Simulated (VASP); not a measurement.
Input of a VASP 6.6.1 run:

The input INCAR:

```
SYSTEM = SbPt
ALGO = Normal ; EDIFF = 1E-7
ENCUT = 520 ; GGA = PS
ISIF = 2 ; ISMEAR = 0
LASPH = .TRUE. ; LCHARG = .FALSE.
LREAL = .FALSE. ; LWAVE = .FALSE.
NBANDS = 14 ; NELM = 80
PREC = Accurate ; SIGMA = 0.05
```

Contents of KPOINTS:

```
k-points
0
G
  10 10 10
  0 0 0
```

POSCAR

```
SbPt
1.0
    0.0000000000      2.6992725167      2.6992725167
    2.6992725167      0.0000000000      2.6992725167
    2.6992725167      2.6992725167      0.0000000000
Pt Sb
1 1
Direct
    0.5000000000      0.5000000000      0.5000000000
    0.0000000000      0.0000000000      0.0000000000
```

Potentials or basis: VASP PAW PBE potentials, release 64 (Pt, Sb).

Launch:

```sh
$ cat potpaw_PBE.64/Pt/POTCAR potpaw_PBE.64/Sb/POTCAR > POTCAR
$ mpirun -np 1 vasp_std > vasp.out
```

Estimate the pressure.

6.2 GPa.

Caveat: the PAW data sets were made with another functional, which shifts forces and pressure a little.
